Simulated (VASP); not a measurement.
Write the native input for VASP 6.6.1 that does the following.

| Property | Result |
| --- | --- |
| Task | single point |
| Functional | r2SCAN |
| Potentials or basis | VASP PAW PBE potentials, release 64 (V_sv, H) |
| Cutoff | 520 eV |
| k mesh | 12 × 12 × 8 |
| Occupations | gaussian, width 0.1 eV |
| Spin | no spin polarisation |
| Dipole correction | no |
| Further INCAR settings | ALGO = Normal; EDIFF = 1e-07; NBANDS = 24 |

Crystal: VH2.

```xyz
6
Lattice="2.1566 2.1566 0.0000 -2.1566 2.1566 0.0000 0.0000 0.0000 4.0904" Properties=species:S:1:pos:R:3 pbc="T T T"
V     0.0000    0.0000    0.0000
V     0.0000    2.1566    2.0452
H    -1.0783    1.0783    3.0678
H     1.0783    1.0783    3.0678
H     1.0783    1.0783    1.0226
H    -1.0783    1.0783    1.0226
```

This cell differs from its parent crystal: biaxial strain in the a-b plane: +3.0 %, then relaxed in part.

These files were run (other wordings do the same):

POSCAR

```
VH2
1.0
    2.1565669915      2.1565669915      0.0000000000
   -2.1565669915      2.1565669915      0.0000000000
    0.0000000000      0.0000000000      4.0904395537
V H
2 4
Direct
    0.0000000000      0.0000000000      0.0000000000
    0.5000000000      0.5000000000      0.5000000000
    0.0000000000      0.5000000000      0.7500000000
    0.5000000000      0.0000000000      0.7500000000
    0.5000000000      0.0000000000      0.2500000000
    0.0000000000      0.5000000000      0.2500000000
```

INCAR.step1

```
SYSTEM = VH2
ALGO     = Normal         ! electronic algorithm
EDIFF    = 1E-4           ! SCF threshold, eV
ENCUT    = 520            ! plane-wave cutoff, eV
GGA      = PE             ! functional
ISMEAR   = 0              ! smearing method
LASPH    = .True.         ! aspherical terms in the spheres
LCHARG   = .False.        ! write CHGCAR
LREAL    = .False.        ! projectors in reciprocal space
LWAVE    = .True.         ! write WAVECAR
NBANDS   = 24             ! bands
NELM     = 60             ! most SCF steps
PREC     = Accurate       ! precision mode
SIGMA    = 0.1            ! smearing width, eV
```

INCAR.step2

```
SYSTEM = VH2
ALGO     = Normal         ! electronic algorithm
EDIFF    = 1E-7           ! SCF threshold, eV
ENCUT    = 520            ! plane-wave cutoff, eV
ISIF     = 2              ! what is computed and relaxed
ISMEAR   = 0              ! smearing method
ISTART   = 1            
LASPH    = .True.         ! aspherical terms in the spheres
LCHARG   = .False.        ! write CHGCAR
LMIXTAU  = .True.       
LREAL    = .False.        ! projectors in reciprocal space
LWAVE    = .False.        ! write WAVECAR
METAGGA  = R2SCAN         ! meta-GGA
NBANDS   = 24             ! bands
NELM     = 60             ! most SCF steps
PREC     = Accurate       ! precision mode
SIGMA    = 0.1            ! smearing width, eV
```

KPOINTS

```
k-points
0
Gamma
  12 12 8
  0 0 0
```

Potentials or basis: VASP PAW PBE potentials, release 64 (V_sv, H).

Command:

```bash
$ cat potpaw_PBE.64/V_sv/POTCAR potpaw_PBE.64/H/POTCAR > POTCAR
$ cp INCAR.step1 INCAR
$ mpirun -np 1 vasp_std > vasp.out
$ cp INCAR.step2 INCAR
$ mpirun -np 1 vasp_std > vasp.out
```

It gave:

The pressure is -5.8 GPa and the band gap on the k mesh is zero (bands 15 and 16 overlap by 2.33 eV).

Caveat: the cell differs from its parent crystal (biaxial strain in the a-b plane: +3.0 %, then relaxed in part); the stress differs along the axes, from -9 to 0 GPa; the PAW data sets were made with another functional, which shifts forces and pressure a little.

Run time: 8.2 min on 1 thread of Intel Xeon 8259CL, on a shared host, peak memory 0.23 GiB.
